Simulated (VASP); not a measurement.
Input of a VASP 6.6.1 run:

The input INCAR:

```
SYSTEM = BiTe
ALGO = Normal
EDIFF = 1E-6
ENCUT = 520
GGA = PE
ISIF = 2
ISMEAR = 0
LASPH = .TRUE.
LCHARG = .FALSE.
LREAL = .FALSE.
LWAVE = .FALSE.
NBANDS = 29
NELM = 60
PREC = Accurate
SIGMA = 0.1
```

KPOINTS

```
k-points
0
G
  12 12 8
  0 0 0
```

Contents of POSCAR:

```
BiTe
1.0
    3.2024262497      3.2024262497      0.0000000000
   -3.2024262497      3.2024262497      0.0000000000
    0.0000000000      0.0000000000      6.5220550143
Bi Te
2 2
Direct
    0.0000000000      0.0000000000      0.0000000000
    0.5000000000      0.5000000000      0.5000000000
    0.5000000000      0.5000000000      0.0000000000
    0.0000000000      0.0000000000      0.5000000000
```

Potentials or basis: VASP PAW PBE potentials, release 64 (Bi_d, Te).

The run is started by

```bash
$ cat potpaw_PBE.64/Bi_d/POTCAR potpaw_PBE.64/Te/POTCAR > POTCAR
$ mpirun -np 1 vasp_std > vasp.out
```

**Question.** Estimate the pressure.

**Answer.** 1.4 GPa.

**Question.** Estimate the band gap on the k mesh.

**Answer.** Zero (band 21 reaches 9.37 eV, above the bottom of band 22 at 5.96 eV).

Stress tensor (GPa, compression positive):
```
 2.06  0.00  0.00
 0.00  2.06  0.00
 0.00  0.00 -0.04
```

Caveat: the cell differs from its parent crystal (biaxial strain in the a-b plane: -1.5 %, then relaxed in part); spin-orbit coupling is left out, which moves the levels of the heavy elements.
